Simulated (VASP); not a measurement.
# Al48N49 (a cell with a defect) in VASP: single point with PBEsol

Aim: the single point of Al48N49 (a cell with a defect) with PBEsol.

All numbers are computed with VASP 6.6.1; they aren't measurements. Logs are shortened: lines on timing, memory, paths and dates and some standing lists are left out, and cuts for length are marked.

**1. The cell of the first run**

The cell holds a defect, 97 atoms: a = 9.341 Å, b = 10.787 Å, c = 9.967 Å, α = 90.00°, β = 90.00°, γ = 90.00°.

**2. Single point, PBEsol, collinear spin**

INCAR reads:

```
PREC = Accurate ; ENCUT = 520
EDIFF = 1E-6 ; ISMEAR = -1
SIGMA = 0.05 ; LREAL = Auto
LASPH = T ; NELM = 200
ALGO = Normal ; ISIF = 2
LWAVE = F ; LCHARG = T
ISPIN = 2 ; MAGMOM = 0 0 0 0 0 0 0 0 0 0 0 0 0 0 0 0 0 0 0 0 0 0 0 0 0 0 0 0 0 0 0 0 0 0 0.143 0 0 0 0 0 0.143 0 0.143 0 0 0 0 0 0 0 0 0 0 0 0 0 0 0 0 0.143 0 0 0 0 0 0.143 0 0.143 0 0 0 0 0 0 0 0 0 0 0 0 0 0 0 0 0 0 0 0 0 0 0 0 0 0 0 0 0.143
LORBIT = 11 ; NUPDOWN = 1.0
GGA = PS ; LELF = T
LVHAR = T ; ISYM = -1
NBANDS = 252 ; GGA_COMPAT = F
KPAR = 1
```

KPOINTS reads:

```
explicit points
1
Reciprocal
  0.25000000   0.25000000   0.25000000 1
```

POSCAR reads:

```
Al48N49
1.0
    9.3414480000      0.0000000000      0.0000000000
    0.0000000000     10.7865750000      0.0000000000
    0.0000000000      0.0000000000      9.9670570000
Al N
48 49
Direct
    0.1652210000      0.0837140000      0.2500630000
    0.1655210000      0.0829940000      0.7512610000
    0.9954440000      0.3338480000      0.2497820000
    0.0001080000      0.3292700000      0.7538870000
    0.4975540000      0.0823000000      0.2502410000
    0.4962880000      0.0821170000      0.7514050000
    0.3303380000      0.3332130000      0.2514130000
    0.3302840000      0.3331470000      0.7502980000
    0.1643470000      0.5839740000      0.2478810000
    0.1656550000      0.5822150000      0.7494340000
    0.0001850000      0.8330440000      0.2481820000
    0.9992160000      0.8358640000      0.7496720000
    0.8311700000      0.0821010000      0.2510220000
    0.8311730000      0.0826110000      0.7505080000
    0.6643120000      0.3318610000      0.2486730000
    0.6597590000      0.3287300000      0.7550130000
    0.4989660000      0.5831670000      0.2479640000
    0.4936580000      0.5813080000      0.7544460000
    0.3317820000      0.8328850000      0.2500050000
    0.3317100000      0.8322780000      0.7503000000
    0.8357280000      0.5848810000      0.2211200000
    0.8306700000      0.5816550000      0.7300200000
    0.6657930000      0.8304300000      0.2496140000
    0.6635880000      0.8363250000      0.7535320000
    0.9985320000      0.1646330000      0.5000630000
    0.9981460000      0.1654700000      0.0020030000
    0.3318490000      0.1676890000      0.5008210000
    0.3311690000      0.1664950000      0.0008370000
    0.1624310000      0.4165670000      0.4998680000
    0.1646130000      0.4161800000      0.0010930000
    0.0166240000      0.6784610000      0.5017370000
    0.0000460000      0.6674980000      0.9896590000
    0.6616250000      0.1613020000      0.5006030000
    0.6640450000      0.1645880000      0.0016160000
    0.4976690000      0.4160050000      0.4997050000
    0.4963440000      0.4153070000      0.0024850000
    0.3320670000      0.6661970000      0.4994800000
    0.3307620000      0.6660990000      0.0009100000
    0.1692240000      0.9211110000      0.5005490000
    0.1656280000      0.9165600000      0.0000710000
    0.8232710000      0.3946570000      0.5140820000
    0.8306650000      0.4152430000      0.9923930000
    0.6463400000      0.6700030000      0.5139880000
    0.6644850000      0.6662240000      0.9918010000
    0.4979670000      0.9159780000      0.5004020000
    0.4977360000      0.9159920000      0.0018470000
    0.8326500000      0.9154930000      0.5000130000
    0.8321120000      0.9166180000      0.0010640000
    0.9975330000      0.1661370000      0.1927310000
    0.9987410000      0.1642090000      0.6909770000
    0.3317160000      0.1669090000      0.1914600000
    0.3313060000      0.1668220000      0.6916990000
    0.1635170000      0.4164230000      0.1922390000
    0.1630670000      0.4156400000      0.6906270000
    0.0048970000      0.6700790000      0.1779960000
    0.0034760000      0.6702200000      0.6907400000
    0.6645810000      0.1646440000      0.1916760000
    0.6628610000      0.1636870000      0.6916120000
    0.4971440000      0.4157720000      0.1927580000
    0.4974950000      0.4159200000      0.6910750000
    0.3320100000      0.6665860000      0.1909710000
    0.3310340000      0.6659400000      0.6900970000
    0.1665020000      0.9175920000      0.1905870000
    0.1669410000      0.9176350000      0.6909580000
    0.8297670000      0.4146770000      0.1853040000
    0.8295620000      0.4047820000      0.7028260000
    0.6634480000      0.6662140000      0.1840180000
    0.6548940000      0.6705030000      0.7023040000
    0.4989560000      0.9155450000      0.1924530000
    0.4971250000      0.9167490000      0.6910150000
    0.8320280000      0.9155130000      0.1921400000
    0.8309560000      0.9161170000      0.6906320000
    0.1664240000      0.0858310000      0.4406220000
    0.1649470000      0.0831520000      0.9418680000
    0.9942530000      0.3326170000      0.4418800000
    0.9999660000      0.3311200000      0.9430810000
    0.4957630000      0.0809210000      0.4409270000
    0.4970280000      0.0822110000      0.9421090000
    0.3298430000      0.3335710000      0.4419490000
    0.3305710000      0.3326770000      0.9413570000
    0.1693700000      0.5826800000      0.4396660000
    0.1668290000      0.5815170000      0.9386020000
    0.0041180000      0.8414110000      0.4400780000
    0.9986860000      0.8358840000      0.9387570000
    0.8305390000      0.0821080000      0.4419210000
    0.8313860000      0.0831470000      0.9415950000
    0.6594690000      0.3258240000      0.4396070000
    0.6610640000      0.3307400000      0.9438010000
    0.4953920000      0.5825780000      0.4389590000
    0.4956620000      0.5810320000      0.9431300000
    0.3321600000      0.8328310000      0.4412030000
    0.3318120000      0.8323950000      0.9411250000
    0.8733020000      0.6095470000      0.4002010000
    0.8322480000      0.5827160000      0.9339860000
    0.6652320000      0.8301850000      0.4422100000
    0.6649090000      0.8353900000      0.9426490000
    0.8036290000      0.5642540000      0.5114200000
```

Potentials or basis: VASP PAW PBE potentials, release 64 (Al, N).

The run is started by

```
cat potpaw_PBE.64/Al/POTCAR potpaw_PBE.64/N/POTCAR > POTCAR
mpirun -np 4 vasp_std > vasp.out
```

OUTCAR:

```text
PREC = Accurate
   ENCUT = 520
   EDIFF = 1E-6
   ISMEAR = -1
   LREAL = Auto
   LASPH = T
   NELM = 200
   ISIF = 2
   ISPIN = 2
   LORBIT = 11
   NUPDOWN = 1.0
   GGA = PS
   ISYM = -1

 ion  position               nearest neighbor table
   1  0.165  0.084  0.250-  63 1.89  51 1.89  49 1.89  73 1.90  39 3.05  26 3.05  28 3.06  25 3.07
                            40 3.08  27 3.08   7 3.10   5 3.10  11 3.11  13 3.12  19 3.12   3 3.13
   2  0.166  0.083  0.751-  64 1.88  50 1.89  52 1.89  74 1.90  39 3.05  40 3.06  28 3.06   4 3.07
                            25 3.08  27 3.08  26 3.08  12 3.09   6 3.09   8 3.11  20 3.12  14 3.12
   3  0.995  0.334  0.250-  65 1.89  53 1.89  49 1.90  75 1.91  26 3.07  30 3.07  29 3.07  25 3.09
                            15 3.09  21 3.10  42 3.12  13 3.12   9 3.13   7 3.13   1 3.13  41 3.16
   4  0.000  0.329  0.754-  66 1.86  76 1.89  50 1.89  54 1.89  41 2.99  42 3.00  26 3.04  30 3.05
                             2 3.07   8 3.08  25 3.09  14 3.09  29 3.10  10 3.14  22 3.16  16 3.18
   5  0.498  0.082  0.250-  57 1.89  69 1.89  51 1.89  77 1.90  33 3.05  46 3.06  34 3.06  28 3.07
                            45 3.07  27 3.08  19 3.10   1 3.10  15 3.11  13 3.12   7 3.12  23 3.14
   6  0.496  0.082  0.751-  70 1.88  58 1.88  52 1.89  78 1.90  33 3.06  28 3.06  16 3.07  46 3.07
                            27 3.07  34 3.08  45 3.08  24 3.08   2 3.09  20 3.10   8 3.12  14 3.13
   7  0.330  0.333  0.251-  59 1.89  51 1.89  53 1.89  79 1.90  36 3.06  35 3.06  27 3.06  29 3.07
                            30 3.07  28 3.08   1 3.10   9 3.12  15 3.12  17 3.12   5 3.12   3 3.13
   8  0.330  0.333  0.750-  52 1.89  60 1.89  54 1.89  80 1.90  27 3.06  30 3.07  28 3.08  16 3.08
                            35 3.08  18 3.08  29 3.08  36 3.08   4 3.08  10 3.10   2 3.11   6 3.12
   9  0.164  0.584  0.248-  55 1.89  61 1.89  53 1.89  81 1.91  38 3.04  30 3.05  31 3.06  21 3.08
[... 9 lines left out ...]
  14  0.831  0.083  0.751-  50 1.89  72 1.89  58 1.89  86 1.90  33 3.07  48 3.07  25 3.08  47 3.08
                            34 3.08  24 3.08  26 3.08  12 3.09   4 3.09  16 3.10   2 3.12   6 3.13
  15  0.664  0.332  0.249-  59 1.89  57 1.89  65 1.89  87 1.90  36 3.05  34 3.05  35 3.08   3 3.09
                            41 3.11   5 3.11  13 3.11  33 3.11  17 3.12   7 3.12  42 3.12  21 3.18
  16  0.660  0.329  0.755-  66 1.86  88 1.88  58 1.89  60 1.89  41 2.93  42 3.00  34 3.03  36 3.05
                             6 3.07   8 3.08  14 3.10  35 3.11  33 3.11  18 3.14  22 3.17   4 3.18
  17  0.499  0.583  0.248-  59 1.89  61 1.89  67 1.89  89 1.90  36 3.04  38 3.05  37 3.09  23 3.09
                            35 3.09  19 3.11  44 3.12  15 3.12   7 3.12   9 3.13  43 3.13  21 3.16
  18  0.494  0.581  0.754-  68 1.86  90 1.88  62 1.88  60 1.89  43 2.95  44 3.00  38 3.03  36 3.05
                            10 3.06   8 3.08  37 3.09  20 3.10  35 3.10  16 3.14  22 3.16  24 3.18
  19  0.332  0.833  0.250-  69 1.89  61 1.89  63 1.89  91 1.91  46 3.05  38 3.07  37 3.07  40 3.07
                            45 3.07  39 3.07  11 3.10   5 3.10   9 3.11  17 3.11  23 3.12   1 3.12
  20  0.332  0.832  0.750-  64 1.89  70 1.89  62 1.89  92 1.90  39 3.07  40 3.07  45 3.07  38 3.07
                            37 3.08  46 3.08  24 3.10  18 3.10   6 3.10  12 3.11  10 3.11   2 3.12
  21  0.836  0.585  0.221-  93 1.84  67 1.87  65 1.87  55 1.88  32 2.91  42 2.92  44 2.92   9 3.08
[... 411 lines left out ...]
      3      -8.5192      1.00000
      4      -8.4562      1.00000
      5      -8.3533      1.00000
      6      -8.1039      1.00000
[... 198 lines left out ...]
    205      11.8696      0.00000
    206      11.9311      0.00000
 Fermi energy:         7.6892094043

 spin component 2

 k-point     1 :       0.2500    0.2500    0.2500
  band No.  band energies     occupation
      1     -11.7877      1.00000
      2      -8.8747      1.00000
      3      -8.5145      1.00000
      4      -8.4489      1.00000
      5      -8.3491      1.00000
      6      -8.0972      1.00000
[... 198 lines left out ...]
    205      11.8738      0.00000
    206      11.9355      0.00000
 [bands above 206 left out]

------------------------ aborting loop because EDIFF is reached ----------------------------------------

  FORCE on cell =-STRESS in cart. coord.  units (eV):
  Direction    XX          YY          ZZ          XY          YZ          ZX
  --------------------------------------------------------------------------------------
  -------------------------------------------------------------------------------------
  Total       15.0086665     13.8956326     11.4696415      3.9239557     -0.9543830     -1.5032039
  in kB       23.9435190     22.1678817     18.2976669      6.2599371     -1.5225396     -2.3980805
  external PRESSURE =      21.4696892 kB  Pullay stress =       0.0000000 kB

 VOLUME and BASIS-vectors are now :
 -----------------------------------------------------------------------------
  energy-cutoff  :      520.00
  volume of cell :     1004.30
      direct lattice vectors                 reciprocal lattice vectors
     9.341448000  0.000000000  0.000000000     0.107049785  0.000000000  0.000000000
     0.000000000 10.786575000  0.000000000     0.000000000  0.092707834  0.000000000
     0.000000000  0.000000000  9.967057000     0.000000000  0.000000000  0.100330519

 POSITION                                       TOTAL-FORCE (eV/Angst)
 -----------------------------------------------------------------------------------
      1.54340      0.90299      2.49239         0.002962      0.006953      0.000569
      1.54621      0.89522      7.48786         0.006898      0.005851      0.002288
      9.29889      3.60108      2.48959         0.010488     -0.001574      0.000533
      0.00101      3.55170      7.51403         0.003548     -0.002026     -0.000863
      4.64787      0.88774      2.49417         0.003239      0.001729      0.000478
      4.63605      0.88576      7.48930         0.005398      0.003906      0.001989
[... 89 lines left out ...]
      6.21121      9.01100      9.39544         0.001861     -0.003667      0.000878
      7.50706      6.08637      5.09735        -0.073706     -0.059203      0.077649
 -----------------------------------------------------------------------------------
    total drift:                               -0.009808      0.003900      0.057817

  FREE ENERGIE OF THE ION-ELECTRON SYSTEM (eV)
  ---------------------------------------------------
  free  energy   TOTEN  =      -755.5472955908 eV

  energy  without entropy=     -755.5456794329  energy(sigma->0) =     -755.54648751

 total charge

# of ion       s       p       d       tot
------------------------------------------
    1        0.369   0.444   0.000   0.814
    2        0.371   0.447   0.000   0.817
    3        0.367   0.436   0.000   0.804
    4        0.372   0.452   0.000   0.824
    5        0.369   0.443   0.000   0.812
    6        0.371   0.447   0.000   0.818
[... 89 lines left out ...]
   96        1.218   2.638   0.000   3.856
   97        1.244   2.638   0.000   3.882
--------------------------------------------------
tot         77.502 150.196   0.000 227.698

 magnetization (x)

# of ion       s       p       d       tot
------------------------------------------
    1        0.000   0.000   0.000   0.000
    2       -0.000  -0.000   0.000  -0.000
    3        0.000  -0.000   0.000  -0.000
    4       -0.000   0.000   0.000   0.000
    5       -0.000   0.000   0.000   0.000
    6       -0.000   0.000   0.000   0.000
[... 89 lines left out ...]
   96        0.000   0.001   0.000   0.001
   97        0.004   0.169   0.000   0.173
--------------------------------------------------
tot          0.030   0.655   0.000   0.684
```

Wall time 6.7 min (4 MPI ranks of Intel Xeon Platinum 8259CL at 2.50GHz (Skylake/Cascade Lake), shared host); peak memory 0.51 GiB.

What came out:

* Free energy: -755.5473 eV
* Pressure: 2.1 GPa
* Largest force: 0.122 eV/Å
* Net moment: 1.00 μB per cell
* Site moments: Al +0.00, -0.00, +0.01 (each value once); N +0.00, -0.00, +0.01, +0.02, +0.37, +0.17 (each value once) μB
* Valence electrons inside the program's atomic spheres: Al 0.81, 0.82, 0.80, 0.83, 0.85, 0.75, 0.84 (each value once); N 3.84, 3.85, 3.86, 3.82, 3.81, 3.83, 3.88 (each value once)

Forces on the atoms (eV/Å):
```
Al   0.003  0.007  0.001
Al   0.007  0.006  0.002
Al   0.010 -0.002  0.001
Al   0.004 -0.002 -0.001
Al   0.003  0.002  0.000
Al   0.005  0.004  0.002
Al  -0.005  0.002  0.001
Al  -0.004  0.000  0.000
Al   0.000  0.006  0.003
Al   0.005  0.007 -0.003
Al   0.001  0.002  0.008
Al   0.007 -0.002 -0.002
Al  -0.003 -0.002  0.000
Al  -0.005  0.002  0.003
Al  -0.003  0.001 -0.006
Al   0.000 -0.003 -0.004
Al   0.000  0.001  0.003
Al  -0.006  0.002 -0.001
Al  -0.006  0.005  0.000
Al  -0.005  0.003  0.004
Al   0.002  0.006 -0.012
Al   0.013  0.007 -0.014
Al   0.004  0.003  0.001
Al  -0.001  0.005  0.000
Al   0.003  0.002  0.003
Al   0.003 -0.002 -0.001
Al  -0.003 -0.003  0.003
Al  -0.005 -0.003 -0.002
Al   0.000 -0.005 -0.005
Al   0.002 -0.006  0.001
Al  -0.003 -0.009  0.016
Al   0.000 -0.002 -0.011
Al   0.000  0.009  0.003
Al  -0.001 -0.008  0.000
Al   0.007 -0.002 -0.003
Al   0.002  0.001  0.003
Al  -0.002  0.000  0.000
Al  -0.006 -0.002  0.001
Al   0.007  0.001  0.006
Al   0.004 -0.004 -0.002
Al   0.001  0.021  0.011
Al  -0.001 -0.005  0.001
Al  -0.011 -0.012 -0.005
Al  -0.005  0.002 -0.001
Al   0.007 -0.001  0.000
Al   0.002 -0.002  0.001
Al  -0.006 -0.002  0.001
Al  -0.005 -0.003  0.002
N   -0.001  0.003  0.001
N   -0.002  0.002  0.000
N    0.000  0.001  0.000
N    0.000  0.002 -0.001
N    0.001 -0.001 -0.003
N   -0.001  0.000  0.002
N    0.000  0.000  0.016
N    0.006  0.001  0.016
N    0.002  0.001  0.001
N    0.001  0.002 -0.002
N    0.001  0.001  0.000
N    0.004  0.001  0.002
N   -0.001 -0.001 -0.001
N    0.001 -0.001 -0.002
N    0.001 -0.001  0.000
N   -0.002 -0.002 -0.004
N   -0.002 -0.002 -0.008
N   -0.005  0.026 -0.011
N    0.001 -0.004 -0.004
N    0.020 -0.018 -0.003
N    0.000  0.000  0.000
N    0.001 -0.002  0.000
N   -0.001 -0.001  0.001
N    0.001 -0.001  0.000
N    0.000  0.000 -0.001
N    0.000  0.000  0.000
N   -0.001  0.004  0.003
N   -0.002  0.002  0.001
N   -0.001  0.002 -0.001
N    0.001 -0.001 -0.001
N    0.000  0.000 -0.002
N    0.001  0.001  0.000
N   -0.001 -0.007 -0.001
N   -0.002 -0.001  0.003
N   -0.011 -0.002 -0.005
N   -0.002 -0.004  0.005
N   -0.001  0.000  0.000
N    0.000  0.000  0.001
N    0.003  0.001  0.000
N    0.002  0.003  0.002
N   -0.007 -0.002 -0.004
N    0.003 -0.001  0.002
N   -0.001 -0.003  0.001
N    0.002 -0.001 -0.001
N    0.046  0.036 -0.084
N   -0.002  0.001 -0.002
N    0.002  0.002 -0.001
N    0.002 -0.004  0.001
N   -0.074 -0.059  0.078
```

Caveat: the PAW data sets were made with another functional, which shifts forces and pressure a little; the total moment is fixed, so each spin has its own Fermi level and the state may be an excited one.
